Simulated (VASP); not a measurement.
Write the native input for VASP 6.6.1 that does the following.

| Property | Result |
| --- | --- |
| Task | single point |
| Functional | PBE |
| Potentials or basis | VASP PAW PBE potentials, release 64 (Li_sv, Co, Pt) |
| Cutoff | 520 eV |
| k mesh | 4 × 4 × 4 |
| Occupations | gaussian, width 0.1 eV |
| Spin | no spin polarisation |
| Dipole correction | no |
| Further INCAR settings | ALGO = Normal; EDIFF = 1e-06; NBANDS = 28 |

The structure of LiCo3Pt lies in POSCAR:

```
LiCo3Pt
1.0
    4.5573210017      0.0000000000      0.0000000000
    0.0000000000      4.5573210017      0.0000000000
    0.0000000000      0.0000000000      4.5573210017
Li Co Pt
1 3 1
Direct
    0.0000000000      0.0000000000      0.0000000000
    0.0000000000      0.5000000000      0.5000000000
    0.5000000000      0.0000000000      0.5000000000
    0.5000000000      0.5000000000      0.0000000000
    0.5000000000      0.5000000000      0.5000000000
```

These files were run (other wordings do the same):

INCAR

```
ALGO     = Normal         # electronic algorithm
EDIFF    = 1E-6           # SCF threshold, eV
ENCUT    = 520            # plane-wave cutoff, eV
GGA      = PE             # functional
ISIF     = 2              # what is computed and relaxed
ISMEAR   = 0              # smearing method
LASPH    = T              # aspherical terms in the spheres
LCHARG   = F              # write CHGCAR
LREAL    = F              # projectors in reciprocal space
LWAVE    = F              # write WAVECAR
NBANDS   = 28             # bands
NELM     = 100            # most SCF steps
PREC     = Accurate       # precision mode
SIGMA    = 0.1            # smearing width, eV
```

KPOINTS

```
k-points
0
Gamma
  4 4 4
```

Potentials or basis: VASP PAW PBE potentials, release 64 (Li_sv, Co, Pt).

The run is started by

```bash
$ cat potpaw_PBE.64/Li_sv/POTCAR potpaw_PBE.64/Co/POTCAR potpaw_PBE.64/Pt/POTCAR > POTCAR
$ mpirun -np 1 vasp_std > vasp.out
```

It gave:

```json
{"Band gap on the k mesh": "zero (band 20 reaches 4.66 eV, above the bottom of band 21 at 4.14 eV)"}
```

Caveat: spin-orbit coupling is left out, which moves the levels of the heavy elements.

It took 28 s on 1 thread of Intel Xeon 6975P-C, on a shared host, peak memory 0.21 GiB.
